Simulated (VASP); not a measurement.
Crystal: HPb4.

```
CELL_PARAMETERS angstrom
-3.15379 3.15379 3.15379
3.15379 -3.15379 3.15379
3.15379 3.15379 -3.15379
ATOMIC_POSITIONS crystal
H 0.00000 0.00000 0.00000
Pb 0.50000 0.50000 0.50000
Pb 0.50000 0.00000 0.00000
Pb 0.00000 0.00000 0.50000
Pb 0.00000 0.50000 0.00000
```

| Property | Result |
| --- | --- |
| Program | VASP 6.6.1 |
| Task | relaxation of cell and atoms |
| Functional | PBE |
| Potentials or basis | VASP PAW PBE potentials, release 64 (H, Pb_d) |
| Cutoff | 600 eV |
| k mesh | 4 × 4 × 4 |
| Occupations | gaussian, width 0.1 eV |
| Spin | no spin polarisation |

At the start: pressure 5.1 GPa; volume 25.10 Å³/atom.

Task: Where does the relaxation end?

Result: Over 3 steps the energy falls by 39.6 meV/atom and the volume is 27.80 Å³/atom (+10.8 %); space group Im-3m (No. 229, to 0.05 Å).

Step by step:
| step | energy change (eV) | largest force (eV/Å) | pressure (GPa) | volume (Å³) |
| --- | --- | --- | --- | --- |
| 1 | 0.0000 | 0.0000 | 5.15 | 125.48 |
| 2 | -0.1958 | 0.0000 | -0.44 | 140.69 |
| 3 | -0.1979 | 0.0000 | 0.03 | 139.02 |

Final structure:
```
CELL_PARAMETERS angstrom
-3.26338 3.26338 3.26338
3.26338 -3.26338 3.26338
3.26338 3.26338 -3.26338
ATOMIC_POSITIONS crystal
H 0.00000 0.00000 0.00000
Pb 0.50000 0.50000 0.50000
Pb 0.50000 0.00000 0.00000
Pb 0.00000 0.00000 0.50000
Pb 0.00000 0.50000 0.00000
```
